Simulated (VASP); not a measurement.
# AlNi3 in VASP: a series of runs, part 2 of 2

VASP 6.6.1. Earlier steps stand in the parts before.

### 4 Single point, PBEsol, collinear spin, ferromagnetic start (equal strain along all axes, cell held: -3.0 %)

Input file INCAR:

```
SYSTEM = AlNi3
PREC = Accurate ; ENCUT = 520
EDIFF = 1E-6 ; ISMEAR = 0
SIGMA = 0.1 ; LREAL = .FALSE.
LASPH = .TRUE. ; NELM = 150
ALGO = Fast ; ISIF = 2
LWAVE = .FALSE. ; LCHARG = .FALSE.
ISPIN = 2 ; MAGMOM = 0 0.28 0.28 0.28
LORBIT = 11 ; LMAXMIX = 4
GGA = PS ; NBANDS = 28
```

Input file KPOINTS:

```
regular mesh
0
G
  14 14 14
  0 0 0
```

Input file POSCAR:

```
AlNi3
1.0
    3.4135195398      0.0000000000      0.0000000000
    0.0000000000      3.4135195398      0.0000000000
    0.0000000000      0.0000000000      3.4135195398
Al Ni
1 3
Direct
    0.0000000000      0.0000000000      0.0000000000
    0.0000000000      0.5000000000      0.5000000000
    0.5000000000      0.0000000000      0.5000000000
    0.5000000000      0.5000000000      0.0000000000
```

Potentials or basis: VASP PAW PBE potentials, release 64 (Al, Ni).

Command:

```console
cat potpaw_PBE.64/Al/POTCAR potpaw_PBE.64/Ni/POTCAR > POTCAR
mpirun -np 1 vasp_std > vasp.out
```

OUTCAR:

```text
SYSTEM = AlNi3
   PREC = Accurate
   ENCUT = 520
   EDIFF = 1E-6
   ISMEAR = 0
   LREAL = .FALSE.
   LASPH = .TRUE.
   NELM = 150
   ISIF = 2
   ISPIN = 2
   LORBIT = 11
   GGA = PS

 ion  position               nearest neighbor table
   1  0.000  0.000  0.000-   2 2.41   3 2.41   4 2.41   2 2.41   3 2.41   2 2.41   4 2.41   2 2.41
                             3 2.41   4 2.41   3 2.41   4 2.41
   2  0.000  0.500  0.500-   1 2.41   3 2.41   4 2.41   1 2.41   4 2.41   1 2.41   3 2.41   1 2.41
                             3 2.41   4 2.41   4 2.41   3 2.41
   3  0.500  0.000  0.500-   1 2.41   2 2.41   4 2.41   1 2.41   4 2.41   2 2.41   4 2.41   4 2.41
                             1 2.41   2 2.41   1 2.41   2 2.41
   4  0.500  0.500  0.000-   1 2.41   2 2.41   3 2.41   2 2.41   3 2.41   1 2.41   3 2.41   3 2.41
                             1 2.41   2 2.41   2 2.41   1 2.41

  LATTYP: Found a simple cubic cell.
 ALAT       =     3.4135195398

  Lattice vectors:

 A1 = (   3.4135195398,   0.0000000000,   0.0000000000)
 A2 = (   0.0000000000,   3.4135195398,   0.0000000000)
 A3 = (   0.0000000000,   0.0000000000,   3.4135195398)

Analysis of symmetry for initial positions (statically):
[... 1700 lines left out ...]
  --------------------------------------------------------------------------------------
  -------------------------------------------------------------------------------------
  Total        5.2034817      5.2034817      5.2034817      0.0000000     -0.0000000     -0.0000000
  in kB      209.6029724    209.6029724    209.6029724      0.0000000     -0.0000000     -0.0000000
  external PRESSURE =     209.6029724 kB  Pullay stress =       0.0000000 kB

 VOLUME and BASIS-vectors are now :
 -----------------------------------------------------------------------------
  energy-cutoff  :      520.00
  volume of cell :       39.77
      direct lattice vectors                 reciprocal lattice vectors
     3.413519540  0.000000000  0.000000000     0.292952769  0.000000000  0.000000000
     0.000000000  3.413519540  0.000000000     0.000000000  0.292952769  0.000000000
     0.000000000  0.000000000  3.413519540     0.000000000  0.000000000  0.292952769

 POSITION                                       TOTAL-FORCE (eV/Angst)
 -----------------------------------------------------------------------------------
      0.00000      0.00000      0.00000         0.000000      0.000000      0.000000
      0.00000      1.70676      1.70676         0.000000      0.000000      0.000000
      1.70676      0.00000      1.70676         0.000000      0.000000      0.000000
      1.70676      1.70676      0.00000         0.000000      0.000000      0.000000
 -----------------------------------------------------------------------------------
    total drift:                               -0.000000      0.000000      0.000000

  FREE ENERGIE OF THE ION-ELECTRON SYSTEM (eV)
  ---------------------------------------------------
  free  energy   TOTEN  =       -24.0469722071 eV

  energy  without entropy=      -24.0227929818  energy(sigma->0) =      -24.03488259

 total charge

# of ion       s       p       d       tot
------------------------------------------
    1        0.423   0.448   0.000   0.871
    2        0.556   0.645   8.455   9.656
    3        0.556   0.645   8.455   9.656
    4        0.556   0.645   8.455   9.656
--------------------------------------------------
tot          2.092   2.384  25.364  29.840

 magnetization (x)

# of ion       s       p       d       tot
------------------------------------------
    1        0.000  -0.001   0.000  -0.001
    2       -0.000  -0.002   0.068   0.066
    3       -0.000  -0.002   0.068   0.066
    4       -0.000  -0.002   0.068   0.066
--------------------------------------------------
tot         -0.001  -0.006   0.203   0.196
```

Run time: 9.5 min. Hardware: 1 thread of Oxide Virtual Turin-like, shared host; peak memory 0.28 GiB.

Results:

* Free energy: -24.0470 eV
* Pressure: 21.0 GPa
* Net moment: 0.19 μB per cell
* Site moments: Al -0.00; Ni +0.07 μB
* Valence electrons inside the program's atomic spheres: Al 0.87; Ni 9.66

Caveat: the cell differs from its parent crystal (equal strain along all axes, cell held: -3.0 %); the cell stands under pressure; the PAW data sets were made with another functional, which shifts forces and pressure a little.

### 5 Single point, PBEsol, collinear spin, ferromagnetic start (equal strain along all axes, cell held: -2.0 %)

Input file INCAR:

```
  PREC = Accurate
  ENCUT = 520
  EDIFF = 1E-6
  ISMEAR = 0
  SIGMA = 0.1
  LREAL = F
  LASPH = T
  NELM = 150
  ALGO = Fast
  ISIF = 2
  LWAVE = F
  LCHARG = F
  ISPIN = 2
  MAGMOM = 0 0.28 0.28 0.28
  LORBIT = 11
  LMAXMIX = 4
  GGA = PS
  NBANDS = 28
```

Input file KPOINTS:

```
regular mesh
0
Gamma
  14 14 14
```

Input file POSCAR:

```
AlNi3
1.0
    3.4487104629      0.0000000000      0.0000000000
    0.0000000000      3.4487104629      0.0000000000
    0.0000000000      0.0000000000      3.4487104629
Al Ni
1 3
Direct
    0.0000000000      0.0000000000      0.0000000000
    0.0000000000      0.5000000000      0.5000000000
    0.5000000000      0.0000000000      0.5000000000
    0.5000000000      0.5000000000      0.0000000000
```

Command:

```console
cat potpaw_PBE.64/Al/POTCAR potpaw_PBE.64/Ni/POTCAR > POTCAR
mpirun -np 1 vasp_std > vasp.out
```

Run time: 9.2 min. Hardware: 1 thread of Oxide Virtual Turin-like, shared host; peak memory 0.28 GiB.

It converged, with:

* Free energy: -24.1920 eV
* Pressure: 14.2 GPa
* Net moment: 0.61 μB per cell
* Site moments: Al -0.01; Ni +0.21 μB
* Valence electrons inside the program's atomic spheres: Al 0.85; Ni 9.59

Levels at points of the mesh, in eV from the Fermi level:
Spin up:
```
           k point  band 15  band 16  band 17  band 18  band 19  band 20
(0.00, 0.00, 0.00)     0.01     0.01     0.88     0.88     0.88     7.10
(0.50, 0.00, 0.00)    -1.13    -0.51     0.01     5.88     5.88     6.02
(0.50, 0.50, 0.00)    -1.04    -1.04    -0.62     1.03     1.03     8.62
(0.50, 0.50, 0.50)    -1.16    -0.36    -0.20    -0.20    -0.20     4.07
```
Spin down:
```csv
k point,band 13,band 14,band 15,band 16,band 17,band 18,band 19,band 20
"(0.00, 0.00, 0.00)",0.01,0.36,0.36,0.36,0.87,0.87,0.87,7.19
"(0.50, 0.00, 0.00)",-1.07,-1.07,-0.93,-0.33,0.36,5.93,5.93,6.08
"(0.50, 0.50, 0.00)",-1.27,-1.20,-0.87,-0.71,-0.50,1.27,1.27,8.66
"(0.50, 0.50, 0.50)",-1.29,-1.00,-1.00,-0.36,0.10,0.10,0.10,4.16
```

Caveat: the cell differs from its parent crystal (equal strain along all axes, cell held: -2.0 %); the cell stands under pressure; the PAW data sets were made with another functional, which shifts forces and pressure a little.

### 6 Summary

```tsv
cell	gap on the mesh (eV)	pressure (GPa)	moment (μB)
a = 3.449, b = 3.547, c = 3.547 Å, 4 atoms	none	1.0	0.64
a = 3.625, b = 3.481, c = 3.481 Å, 4 atoms	none	-1.4	0.64
a = 3.414 Å, 4 atoms	none	21.0	0.19
a = 3.449 Å, 4 atoms	none	14.2	0.61
```

Alike in all rows: task single point; level PBEsol; potentials or basis VASP PAW PBE potentials, release 64 (Al, Ni); spin collinear, ferromagnetic start; k mesh 14 × 14 × 14; cutoff (eV) 520; smearing gaussian 0.1 eV.

Caveats: the PAW data sets were made with another functional, which shifts forces and pressure a little; the cell stands under pressure (at least some runs).

Absolute energies hang on the potentials; compare differences alone.
